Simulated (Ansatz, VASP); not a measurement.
## CdSe: VASP beside Ansatz

Contents of POSCAR:

```
CdSe
1.0
    0.0000000000      3.0702710000      3.0702710000
    3.0702710000      0.0000000000      3.0702710000
    3.0702710000      3.0702710000      0.0000000000
Cd Se
1 1
Direct
    0.0000000000      0.0000000000      0.0000000000
    0.7500000000      0.7500000000      0.7500000000
```

File INCAR.step1:

```
SYSTEM = CdSe
PREC = Accurate
ENCUT = 400
EDIFF = 1E-5
ISMEAR = 0
SIGMA = 0.01
LREAL = .FALSE.
LASPH = .TRUE.
NELM = 120
ALGO = Normal
ISIF = 2
LWAVE = .TRUE.
GGA = PE
NBANDS = 16
GGA_COMPAT = .FALSE.
```

File INCAR.step2:

```
SYSTEM = CdSe
PREC = Accurate
ENCUT = 400
EDIFF = 1E-6
ISMEAR = 0
SIGMA = 0.01
LREAL = .FALSE.
LASPH = .TRUE.
NELM = 120
ALGO = Normal
ISIF = 2
LWAVE = .FALSE.
LCHARG = .TRUE.
GGA = PE
LHFCALC = .TRUE.
AEXX = 0.05
HFSCREEN = 0.20786987370883472
PRECFOCK = Normal
LELF = .TRUE.
LVHAR = .TRUE.
ISTART = 1
NBANDS = 16
GGA_COMPAT = .FALSE.
```

Contents of KPOINTS:

```
Automatic mesh
0
G
  3 3 3
  0 0 0
```

Input for Ansatz:

```yaml
crystal:
  lattice:
    - [0.0, 3.070271, 3.070271]
    - [3.070271, 0.0, 3.070271]
    - [3.070271, 3.070271, 0.0]
  atoms:
    - { symbol: Cd, position: [0.0, 0.0, 0.0] }
    - { symbol: Se, position: [0.75, 0.75, 0.75] }
accuracy: low
basis:
  ecutwfc: 470.0
kpoints:
  mp_grid:
    grid: [3, 3, 3]
hamiltonian:
  xc:
    exchange: pbe
    correlation: pbe
    exx:
      coeff: 0.05
      omega: 0.20786987370883472
scf:
  convergence:
    dr2_threshold: 1.0e-07
  occupations:
    method: fixed
output:
  eigenvalues: true
```

Alike in both runs: task single point; functional PBE-based screened hybrid; k mesh 3 × 3 × 3; no spin polarisation.

|  | VASP | Ansatz |
| --- | --- | --- |
| version | VASP 6.6.1 | Ansatz 0.2.0 |
| potentials or method | VASP PAW PBE potentials, release 64 (Cd, Se), cutoff 400 eV | plane waves, PAW |
| occupations | gaussian, width 0.01 eV | fixed |
| valence electrons in the cell | 18 | 36 |

```tsv
	VASP	Ansatz	Ansatz less VASP
gap on the k mesh at the Fermi level (eV)	0.70	0.70	+0.001
```

VASP's potentials were made for PBE, not for PBE-based screened hybrid. VASP's potentials hold 18 valence electrons a cell and Ansatz's 36, so a difference there can come from the potentials and not from the codes.

The k mesh is coarse, so the values compare programs but aren't converged.
